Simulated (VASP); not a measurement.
Set up this calculation in VASP 6.6.1, as the native input.

* Task: relaxation of cell and atoms
* Functional: PBE
* Potentials or basis: VASP PAW PBE potentials, release 64 (Pr_3, Sc_sv, O), 4f in core
* Cutoff: 600 eV
* k mesh: 4 × 4 × 2
* Occupations: gaussian, width 0.2 eV
* Spin: no spin polarisation
* Dipole correction: no
* Further INCAR settings: ALGO = Normal; EDIFF = 1e-07; IBRION = 2; EDIFFG = -0.08; NSW = 36; ISIF = 3

The structure of PrScO lies in POSCAR:

```
PrScO
1.0
    4.2416681700      0.0000000000      0.0000000000
   -2.1208340900      3.6733923900      0.0000000000
    0.0000000000      0.0000000000      7.6032803400
Pr Sc O
2 2 2
Direct
    0.0000000000      0.0000000000      0.0000000000
    0.0000000000      0.0000000000      0.5000000000
    0.3333333300      0.6666666700      0.7500000000
    0.6666666700      0.3333333300      0.2500000000
    0.6666666700      0.3333333300      0.7500000000
    0.3333333300      0.6666666700      0.2500000000
```

The cell was generated, and may not be a known phase.

The input as run:

INCAR

```
SYSTEM = PrScO
PREC = Accurate
ENCUT = 600
EDIFF = 1E-7
ISMEAR = 0
SIGMA = 0.2
LREAL = .False.
LASPH = .True.
NELM = 200
ALGO = Normal
ISIF = 3
LWAVE = .False.
LCHARG = .False.
GGA = PE
IBRION = 2
NSW = 36
EDIFFG = -0.08
GGA_COMPAT = .False.
NELMIN = 4
LMAXMIX = 6
```

KPOINTS

```
Automatic mesh
0
Gamma
  4 4 2
  0 0 0
```

Potentials or basis: VASP PAW PBE potentials, release 64 (Pr_3, Sc_sv, O), 4f in core.

Command:

```sh
$ cat potpaw_PBE.64/Pr_3/POTCAR potpaw_PBE.64/Sc_sv/POTCAR potpaw_PBE.64/O/POTCAR > POTCAR
$ mpirun -np 1 vasp_std > vasp.out
```

Results of the run:

```yaml
Relaxed_volume: 21.04 Å³/atom
Relaxed_cell: a = 3.550 Å, b = 3.550 Å, c = 11.566 Å, α = 90.00°, β = 90.00°, γ = 120.00°
Space_group_after_relaxing_to_0.1_Å: P6_3/mmc (No. 194)
Energy_gained_by_relaxing: 728.7 meV/atom
Ionic_steps: 9
Pressure_after_relaxing: 0.2 GPa
Band_gap_on_the_k_mesh: 0.16 eV
```

Caveat: the k points lie up to 0.51 Å⁻¹ apart in the final cell; a cell axis changed by over 15 % at a fixed basis, so the end point is rough; spin-orbit coupling is left out, which moves the levels of the heavy elements; the 4f electrons are frozen in the core, so they carry no moment and show no levels.

Run time: 7.3 min on 1 thread of AMD EPYC 7R13 Processor (Zen 3), on a shared host, peak memory 0.28 GiB.
